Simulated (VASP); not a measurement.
# BaTiO3 (Pm-3m) in VASP: a series of runs

Aim: see how the results for BaTiO3 move with the level of theory and the settings. Levels: PBEsol, r2SCAN, LDA. Tasks: single point.

All numbers are computed with VASP 6.6.1; they aren't measurements. Logs are shortened: lines on timing, memory, paths and dates and some standing lists are left out, and cuts for length are marked.

## 1. The cell of the first run

Symmetry: Pm-3m, No. 221, cubic system. Conventional cell: a = 4.006 Å, b = 4.006 Å, c = 4.006 Å, α = 90.00°, β = 90.00°, γ = 90.00°. Ba (site symmetry m-3m) has 12 O at 2.83 Å and 8 Ti at 3.47 Å within 3.7 Å. Within 2.7 Å of Ti (site symmetry m-3m) lie 6 O at 2.00 Å. Within 2.7 Å of O (site symmetry 4/mmm) lie 2 Ti at 2.00 Å.

## 2. Single point, PBEsol

The input, INCAR:

```
PREC = Accurate ; ENCUT = 520
EDIFF = 1E-6 ; ISMEAR = 0
SIGMA = 0.01 ; LREAL = F
LASPH = T ; NELM = 80
ALGO = Normal ; ISIF = 2
LWAVE = F ; LCHARG = F
GGA = PS ; NBANDS = 28
```

The input, KPOINTS:

```
Automatic mesh
0
Gamma
  6 6 6
```

The input, POSCAR:

```
BaTiO3
1.0
    4.0060000000      0.0000000000      0.0000000000
    0.0000000000      4.0060000000      0.0000000000
    0.0000000000      0.0000000000      4.0060000000
Ba Ti O
1 1 3
Direct
    0.5000000000      0.5000000000      0.5000000000
    0.0000000000      0.0000000000      0.0000000000
    0.0000000000      0.0000000000      0.5000000000
    0.0000000000      0.5000000000      0.0000000000
    0.5000000000      0.0000000000      0.0000000000
```

Potentials or basis: VASP PAW PBE potentials, release 64 (Ba_sv, Ti_sv, O).

Started as:

```
$ cat potpaw_PBE.64/Ba_sv/POTCAR potpaw_PBE.64/Ti_sv/POTCAR potpaw_PBE.64/O/POTCAR > POTCAR
$ mpirun -np 1 vasp_std > vasp.out
```

OUTCAR:

```text
PREC = Accurate
   ENCUT = 520
   EDIFF = 1E-6
   ISMEAR = 0
   LREAL = F
   LASPH = T
   NELM = 80
   ISIF = 2
   GGA = PS

 ion  position               nearest neighbor table
   1  0.500  0.500  0.500-   3 2.83   4 2.83   5 2.83   4 2.83   5 2.83   3 2.83   5 2.83   5 2.83
                             3 2.83   4 2.83   4 2.83   3 2.83   2 3.47   2 3.47   2 3.47   2 3.47
   2  0.000  0.000  0.000-   3 2.00   4 2.00   5 2.00   3 2.00   4 2.00   5 2.00   1 3.47   1 3.47
                             1 3.47   1 3.47   1 3.47   1 3.47   1 3.47   1 3.47
   3  0.000  0.000  0.500-   2 2.00   2 2.00   1 2.83   1 2.83   1 2.83   1 2.83
   4  0.000  0.500  0.000-   2 2.00   2 2.00   1 2.83   1 2.83   1 2.83   1 2.83
   5  0.500  0.000  0.000-   2 2.00   2 2.00   1 2.83   1 2.83   1 2.83   1 2.83

  LATTYP: Found a simple cubic cell.
 ALAT       =     4.0060000000

  Lattice vectors:

 A1 = (   4.0060000000,   0.0000000000,   0.0000000000)
 A2 = (   0.0000000000,   4.0060000000,   0.0000000000)
 A3 = (   0.0000000000,   0.0000000000,   4.0060000000)

Analysis of symmetry for initial positions (statically):
=====================================================================
 Subroutine PRICEL returns:
 Original cell was already a primitive cell.

 Routine SETGRP: Setting up the symmetry group for a
 simple cubic supercell.

 Subroutine GETGRP returns: Found 48 space group operations
 (whereof 48 operations were pure point group operations)
 out of a pool of 48 trial point group operations.

The static configuration has the point symmetry O_h .

Analysis of symmetry for dynamics (positions and initial velocities):
=====================================================================
 Subroutine PRICEL returns:
 Original cell was already a primitive cell.

 Routine SETGRP: Setting up the symmetry group for a
 simple cubic supercell.

 Subroutine GETGRP returns: Found 48 space group operations
 (whereof 48 operations were pure point group operations)
 out of a pool of 48 trial point group operations.

The dynamic configuration has the point symmetry O_h .

 Subroutine INISYM returns: Found 48 space group operations
 (whereof 48 operations are pure point group operations),
 and found     1 'primitive' translations

----------------------------------------------------------------------------------------

                                     Primitive cell

  volume of cell :      64.2884

  direct lattice vectors                    reciprocal lattice vectors
     4.006000000  0.000000000  0.000000000     0.249625562  0.000000000  0.000000000
     0.000000000  4.006000000  0.000000000     0.000000000  0.249625562  0.000000000
     0.000000000  0.000000000  4.006000000     0.000000000  0.000000000  0.249625562

  length of vectors
     4.006000000  4.006000000  4.006000000     0.249625562  0.249625562  0.249625562

  position of ions in fractional coordinates (direct lattice)
     0.500000000  0.500000000  0.500000000
     0.000000000  0.000000000  0.000000000
     0.000000000  0.000000000  0.500000000
     0.000000000  0.500000000  0.000000000
     0.500000000  0.000000000  0.000000000

  ion indices of the primitive-cell ions
   primitive index   ion index
                 1           1
                 2           2
                 3           3
                 4           4
                 5           5

----------------------------------------------------------------------------------------

 KPOINTS: Automatic mesh

Automatic generation of k-mesh.
 Grid dimensions read from file:
 generate k-points for:    6    6    6

 Generating k-lattice:

  Cartesian coordinates                     Fractional coordinates (reciprocal lattice)
     0.041604260  0.000000000  0.000000000     0.166666667  0.000000000  0.000000000
     0.000000000  0.041604260  0.000000000     0.000000000  0.166666667  0.000000000
     0.000000000  0.000000000  0.041604260     0.000000000  0.000000000  0.166666667

  Length of vectors
     0.041604260  0.041604260  0.041604260

  Shift w.r.t. Gamma in fractional coordinates (k-lattice)
     0.000000000  0.000000000  0.000000000

 Subroutine IBZKPT returns following result:
 ===========================================

 Found     20 irreducible k-points:

 Following reciprocal coordinates:
            Coordinates               Weight
  0.000000  0.000000  0.000000      1.000000
  0.166667  0.000000  0.000000      6.000000
  0.333333  0.000000  0.000000      6.000000
  0.500000  0.000000  0.000000      3.000000
  0.166667  0.166667  0.000000     12.000000
  0.333333  0.166667  0.000000     24.000000
[... 12 lines left out ...]
  0.500000  0.500000  0.333333      6.000000
  0.500000  0.500000  0.500000      1.000000
   k-points           NKPTS =     20   k-points in BZ     NKDIM =     20   number of bands    NBANDS=     28
   number of dos      NEDOS =    301   number of ions     NIONS =      5
   total plane-waves  NPLWV =  27000
   dimension x,y,z NGX =    30 NGY =   30 NGZ =   30
   dimension x,y,z NGXF=    60 NGYF=   60 NGZF=   60
   ions per type =               1   1   3
   NGX,Y,Z   is equivalent  to a cutoff of  12.45, 12.45, 12.45 a.u.
   NGXF,Y,Z  is equivalent  to a cutoff of  24.90, 24.90, 24.90 a.u.
 SYSTEM =  unknown system
   PREC   = accura    normal or accurate (medium, high low for compatibility)
   ISTART =      0    job   : 0-new  1-cont  2-samecut
   ICHARG =      2    charge: 1-file 2-atom 10-const
   ISPIN  =      1    spin polarized calculation?
   LNONCOLLINEAR =      F non collinear calculations
   LSORBIT =      F    spin-orbit coupling
   LASPH  =      T    aspherical Exc in radial PAW
   ENCUT  =  520.0 eV  38.22 Ry    6.18 a.u.   7.45  7.45  7.45*2*pi/ulx,y,z
   NELM   =     80;   NELMIN=  2; NELMDL= -5     # of ELM steps
   EDIFF  = 0.1E-05   stopping-criterion for ELM
   LREAL  =      F    real-space projection
   EDIFFG = 0.1E-04   stopping-criterion for IOM
   NSW    =      0    number of steps for IOM
   IBRION =     -1    ionic relax: 0-MD 1-quasi-New 2-CG
   NFREE  =      0    steps in history (QN), initial steepest desc. (CG)
   ISIF   =      2    stress and relaxation
   ISYM   =      2    0-nonsym 1-usesym 2-fastsym
   POTIM  = 0.5000    time-step for ionic-motion
   TEBEG  =    0.0;   TEEND  =   0.0 temperature during run
   PSTRESS=    0.0 pullay stress
   NELECT =      40.0000    total number of electrons
   NUPDOWN=      -1.0000    fix difference up-down
   EMIN   =  10.00;   EMAX   =-10.00  energy-range for DOS
   EFERMI =   0.00;   METHOD = LEGACY
   ISMEAR =     0;   SIGMA  =   0.01  broadening in eV -4-tet -1-fermi 0-gaus
   EFERMI_NEDOS =   21; number of points for ismear=-14 and -15
   IALGO  =     38    algorithm
   IMIX   =      4    mixing-type and parameters
     AMIX     =   0.40;   BMIX     =  1.00
     AMIX_MAG =   1.60;   BMIX_MAG =  1.00
  volume/ion in A,a.u.               =      12.86        86.77
  Fermi-wavevector in a.u.,A,eV,Ry     =   1.397603  2.641087 26.576187  1.953295
  Thomas-Fermi vector in A             =   2.520843
   LORBIT       =      0    0 simple, 1 ext, 2 COOP (PROOUT), +10 PAW based schemes
   GGA     = PS    functional components
   LHFCALC =     F    Hartree Fock is set to
   AEXX    =    0.0000 exact exchange contribution
   IVDW    =     0    specifies the selected vdW correction
   LEPSILON=     F    determine dielectric tensor
   LRPA    =     F    only Hartree local field effects (RPA)
 non-spin polarized calculation
 Gauss-broadening in eV      SIGMA  =   0.01
  energy-cutoff  :      520.00
  volume of cell :       64.29
 maximum number of plane-waves:      1755
 NGX is ok and might be reduce to    30
   NGX = 15   NGY = 15   NGZ = 15

 number of electron      39.9999976 magnetization

 Free energy of the ion-electron system (eV)
  ---------------------------------------------------
  ext. energy  EPLUGINS =         0.00000000
  ---------------------------------------------------
  free energy    TOTEN  =       -41.97308377 eV

  energy without entropy =      -41.97308377  energy(sigma->0) =      -41.97308377

 E-fermi :   3.7624     XC(G=0): -11.5040

 val. band max:        3.6706094243   @ k =   0.5000   0.5000   0.5000
 cond. band min:       5.3639559521   @ k =   0.0000   0.0000   0.0000
 fundamental gap:      1.6933465277
 Fermi energy:         3.7624270374

 k-point     1 :       0.0000    0.0000    0.0000
  band No.  band energies     occupation
      1     -52.7121      2.00000
      2     -29.0341      2.00000
      3     -29.0341      2.00000
      4     -29.0341      2.00000
      5     -21.0938      2.00000
      6     -13.1387      2.00000
[... 20 lines left out ...]
     27       8.5822      0.00000
     28      10.8275      0.00000

 k-point     2 :       0.1667    0.0000    0.0000
  band No.  band energies     occupation
      1     -52.7118      2.00000
      2     -29.0474      2.00000
      3     -29.0336      2.00000
      4     -29.0336      2.00000
      5     -21.0641      2.00000
      6     -13.1604      2.00000
[... 20 lines left out ...]
     27       9.1228      0.00000
     28      11.4920      0.00000

 k-point     3 :       0.3333    0.0000    0.0000
  band No.  band energies     occupation
      1     -52.7113      2.00000
      2     -29.0739      2.00000
      3     -29.0325      2.00000
      4     -29.0325      2.00000
      5     -21.0034      2.00000
      6     -13.2871      2.00000
[... 20 lines left out ...]
     27      10.3804      0.00000
     28      11.8873      0.00000

 k-point     4 :       0.5000    0.0000    0.0000
  band No.  band energies     occupation
      1     -52.7110      2.00000
      2     -29.0870      2.00000
      3     -29.0320      2.00000
      4     -29.0320      2.00000
      5     -20.9724      2.00000
      6     -13.3723      2.00000
[... 454 lines left out ...]
     27      11.2754      0.00000
     28      11.3651      0.00000

 k-point    19 :       0.5000    0.5000    0.3333
  band No.  band energies     occupation
      1     -52.7092      2.00000
      2     -29.0816      2.00000
      3     -29.0816      2.00000
      4     -29.0684      2.00000
      5     -20.8441      2.00000
      6     -12.3592      2.00000
[... 20 lines left out ...]
     27      11.0066      0.00000
     28      11.3617      0.00000

 k-point    20 :       0.5000    0.5000    0.5000
  band No.  band energies     occupation
      1     -52.7090      2.00000
      2     -29.0810      2.00000
      3     -29.0810      2.00000
      4     -29.0810      2.00000
      5     -20.8270      2.00000
      6     -12.2099      2.00000
[... 20 lines left out ...]
     27      11.3618      0.00000
     28      11.3618      0.00000

------------------------ aborting loop because EDIFF is reached ----------------------------------------

  FORCE on cell =-STRESS in cart. coord.  units (eV):
  Direction    XX          YY          ZZ          XY          YZ          ZX
  --------------------------------------------------------------------------------------
  -------------------------------------------------------------------------------------
  Total       -1.1277981     -1.1277981     -1.1277981     -0.0000000      0.0000000     -0.0000000
  in kB      -28.1066513    -28.1066513    -28.1066513     -0.0000000      0.0000000     -0.0000000
  external PRESSURE =     -28.1066513 kB  Pullay stress =       0.0000000 kB

 VOLUME and BASIS-vectors are now :
 -----------------------------------------------------------------------------
  energy-cutoff  :      520.00
  volume of cell :       64.29
      direct lattice vectors                 reciprocal lattice vectors
     4.006000000  0.000000000  0.000000000     0.249625562  0.000000000  0.000000000
     0.000000000  4.006000000  0.000000000     0.000000000  0.249625562  0.000000000
     0.000000000  0.000000000  4.006000000     0.000000000  0.000000000  0.249625562

 POSITION                                       TOTAL-FORCE (eV/Angst)
 -----------------------------------------------------------------------------------
      2.00300      2.00300      2.00300         0.000000      0.000000      0.000000
      0.00000      0.00000      0.00000         0.000000      0.000000      0.000000
      0.00000      0.00000      2.00300         0.000000      0.000000      0.000000
      0.00000      2.00300      0.00000         0.000000      0.000000      0.000000
      2.00300      0.00000      0.00000         0.000000      0.000000      0.000000
 -----------------------------------------------------------------------------------
    total drift:                                0.000000     -0.000000      0.000000

  FREE ENERGIE OF THE ION-ELECTRON SYSTEM (eV)
  ---------------------------------------------------
  free  energy   TOTEN  =       -41.9730837688 eV

  energy  without entropy=      -41.9730837688  energy(sigma->0) =      -41.97308377
```

Wall time 31 s (1 thread of Intel Xeon Platinum 8488C (Sapphire Rapids), shared host); peak memory 0.19 GiB.

What came out:

| Quantity | Value |
| --- | --- |
| Free energy | -41.9731 eV |
| Pressure | -2.8 GPa |
| Band gap on the k mesh | 1.69 eV, indirect (least direct gap 1.84 eV) |

Levels at points of the mesh, in eV from the valence-band top:
```csv
k point,band 16,band 17,band 18,band 19,band 20,band 21,band 22,band 23,band 24,band 25
"(0.00, 0.00, 0.00)",-1.11,-1.11,-0.15,-0.15,-0.15,1.69,1.69,1.69,3.92,3.92
"(0.50, 0.00, 0.00)",-1.96,-1.85,-1.85,-0.72,-0.72,1.86,3.47,3.47,3.92,5.93
"(0.50, 0.50, 0.00)",-2.73,-1.74,-0.88,-0.88,-0.09,3.48,3.48,3.89,4.76,7.69
"(0.50, 0.50, 0.50)",-2.42,-2.42,0.00,0.00,0.00,4.15,4.15,4.15,6.62,6.62
```

Caveat: the PAW data sets were made with another functional, which shifts forces and pressure a little; spin-orbit coupling is left out, which moves the levels of the heavy elements. A k mesh can miss the band edges.

(Continued in part 2 of 2.)
